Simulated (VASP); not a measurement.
Set up this calculation in VASP 6.6.1, as the native input.

| Property | Result |
| --- | --- |
| Task | electric field gradients |
| Functional | LDA |
| Potentials or basis | VASP PAW LDA potentials, release 64 (B, P) |
| Cutoff | 520 eV |
| k mesh | 12 × 12 × 12 |
| Occupations | fermi-dirac, width 0.08 eV |
| Spin | no spin polarisation |
| Dipole correction | no |
| Further INCAR settings | ALGO = Normal; EDIFF = 1e-08; NBANDS = 11 |

The structure of BP lies in POSCAR:

```
BP
1.0
    0.0000000000      2.2383340787      2.2383340787
    2.2383340787      0.0000000000      2.2383340787
    2.2383340787      2.2383340787      0.0000000000
B P
1 1
Direct
    0.0000000000      0.0000000000      0.0000000000
    0.7500000000      0.7500000000      0.7500000000
```

This cell differs from its parent crystal: volume scaled by 0.96.

The input as run:

INCAR

```
ALGO = Normal
EDIFF = 1E-8
ENCUT = 520
ISIF = 2
ISMEAR = -1
LASPH = T
LCHARG = F
LEFG = T
LREAL = F
LWAVE = F
NBANDS = 11
NELM = 100
PREC = Accurate
SIGMA = 0.08
```

KPOINTS

```
k-points
0
Gamma
  12 12 12
```

Potentials or basis: VASP PAW LDA potentials, release 64 (B, P).

Launch:

```bash
$ cat potpaw_LDA.64/B/POTCAR potpaw_LDA.64/P/POTCAR > POTCAR
$ mpirun -np 1 vasp_std > vasp.out
```

It gave:

```
Pressure               : 1.5 GPa
Band gap on the k mesh : 1.13 eV, indirect (least direct gap 3.44 eV)
```

Caveat: without QUAD_EFG the Cq values of the log hold for a quadrupole moment of 1 mb, not for the nuclei.

It used 7.5 s of CPU time on 1 thread of Intel Xeon 6975P-C (shared host).
